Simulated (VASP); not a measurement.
PbO:

```
Pb O
1.0
     5.89310    0.00000    0.00000
     0.00000    5.49040    0.00000
     0.00000    0.00000    4.75280
Pb O
4 4
Cartesian
  1.3536 5.4267 1.1882
  4.5395 0.0637 3.5646
  1.3536 2.8089 3.5646
  4.5395 2.6815 1.1882
  5.0993 0.5035 1.1882
  0.7938 4.9869 3.5646
  5.0993 2.2417 3.5646
  0.7938 3.2487 1.1882
```

* Program: VASP 6.6.1
* Task: relaxation of cell and atoms
* Functional: PBE
* Potentials or basis: VASP PAW PBE potentials, release 64 (Pb_d, O)
* Cutoff: 600 eV
* k mesh: 4 × 4 × 4
* Occupations: gaussian, width 0.1 eV
* Spin: no spin polarisation

At the start: pressure 4.6 GPa; volume 19.22 Å³/atom.

Task: How do energy, volume and symmetry change on relaxing?

Result: Over 16 steps the energy falls by 21.2 meV/atom and the volume is 21.93 Å³/atom (+14.1 %); space group Pbcm (No. 57, to 0.1 Å) before and after.

Step by step:
```
step  energy change (eV)  largest force (eV/Å)  pressure (GPa)  volume (Å³)
   1              0.0000                0.4959            4.64       153.78
   2             -0.0197                0.9131           -3.06       166.50
   3             -0.1058                0.2941            0.26       160.22
   4             -0.1220                0.2331            0.20       161.53
   5             -0.1433                0.1286            0.08       165.42
   6             -0.1508                0.0989            0.13       166.63
   7             -0.1509                0.1086            0.14       166.76
   8             -0.1549                0.0946            0.03       167.88
   9             -0.1616                0.0568           -0.23       170.86
  10             -0.1598                0.0693           -0.62       176.92
  11             -0.1632                0.0533           -0.39       173.33
  12             -0.1657                0.0273           -0.13       173.51
  13             -0.1667                0.0915            0.24       173.77
  14             -0.1686                0.0655            0.16       174.47
  15             -0.1694                0.0437            0.08       175.25
  16             -0.1699                0.0317           -0.05       175.45
```

Final structure:
```yaml
crystal:
  lattice:
    - [6.28225, 0.00000, 0.00000]
    - [0.00000, 5.80597, 0.00000]
    - [0.00000, 0.00000, 4.81024]
  atoms:
    - { symbol: Pb, position: [0.21583, 0.97796, 0.25000] }
    - { symbol: Pb, position: [0.78417, 0.02204, 0.75000] }
    - { symbol: Pb, position: [0.21583, 0.52204, 0.75000] }
    - { symbol: Pb, position: [0.78417, 0.47796, 0.25000] }
    - { symbol: O, position: [0.87212, 0.09483, 0.25000] }
    - { symbol: O, position: [0.12788, 0.90517, 0.75000] }
    - { symbol: O, position: [0.87212, 0.40517, 0.75000] }
    - { symbol: O, position: [0.12788, 0.59483, 0.25000] }
```
